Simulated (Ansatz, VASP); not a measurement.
**Two plane-wave programs on CdSe**

File INCAR:

```
SYSTEM = CdSe
  PREC = Accurate
  ENCUT = 600
  EDIFF = 1E-7
  ISMEAR = 0
  SIGMA = 0.05
  LREAL = .False.
  LASPH = .True.
  NELM = 100
  ALGO = Normal
  ISIF = 3
  LWAVE = .False.
  LCHARG = .False.
  GGA = PS
  IBRION = 2
  NSW = 80
  EDIFFG = -0.01
```

Contents of KPOINTS:

```
Automatic mesh
0
Gamma
  10 10 6
  0 0 0
```

The input POSCAR:

```
CdSe
1.0
    4.3127807497      0.0000000000      0.0000000000
   -2.1563903749      3.7349776902      0.0000000000
    0.0000000000      0.0000000000      7.0385064835
Cd Se
2 2
Direct
    0.6666666667      0.3333333333      0.0000000000
    0.3333333333      0.6666666667      0.5000000000
    0.6666666667      0.3333333333      0.3750000000
    0.3333333333      0.6666666667      0.8750000000
```

Input for Ansatz:

```yaml
crystal:
  lattice:
    - [4.3127807497, 0.0, 0.0]
    - [-2.1563903749, 3.7349776902, 0.0]
    - [0.0, 0.0, 7.0385064835]
  atoms:
    - { symbol: Cd, position: [0.6666666667, 0.3333333333, 0.0] }
    - { symbol: Cd, position: [0.3333333333, 0.6666666667, 0.5] }
    - { symbol: Se, position: [0.6666666667, 0.3333333333, 0.375] }
    - { symbol: Se, position: [0.3333333333, 0.6666666667, 0.875] }
basis:
  ecutwfc: 420
  ecutrho_ratio: 4
kpoints:
  mp_grid: { grid: [10, 10, 6] }
hamiltonian:
  xc: pbesol
scf:
  occupations: { method: gaussian, width: 0.05 }
output:
  forces: true
  stress: true
  eigenvalues: true
relax:
  f_tol: 0.01
  max_steps: 60
  cell: { stress_tol: 0.04 }
```

Alike in both runs: task relaxation of cell and atoms; functional PBEsol; k mesh 10 × 10 × 6; occupations gaussian, width 0.05 eV; no spin polarisation.

|  | VASP | Ansatz |
| --- | --- | --- |
| version | VASP 6.6.1 | Ansatz 0.2.0 |
| potentials or method | VASP PAW PBE potentials, release 64 (Cd, Se), cutoff 600 eV | scalar-relativistic, plane waves, PAW |
| valence electrons in the cell | 36 | 72 |

```tsv
	VASP	Ansatz	Ansatz less VASP
gap on the k mesh at the Fermi level, each at its own relaxed structure (eV)	0.53	0.54	+0.011
relaxed volume (Å³/atom)	28.27	28.13	-0.140
relaxed cell length with the largest relative difference (Å)	7.039	7.022	-0.0171
```

VASP's potentials were made for PBE, not for PBEsol. VASP's potentials hold 36 valence electrons a cell and Ansatz's 72, so a difference there can come from the potentials and not from the codes.
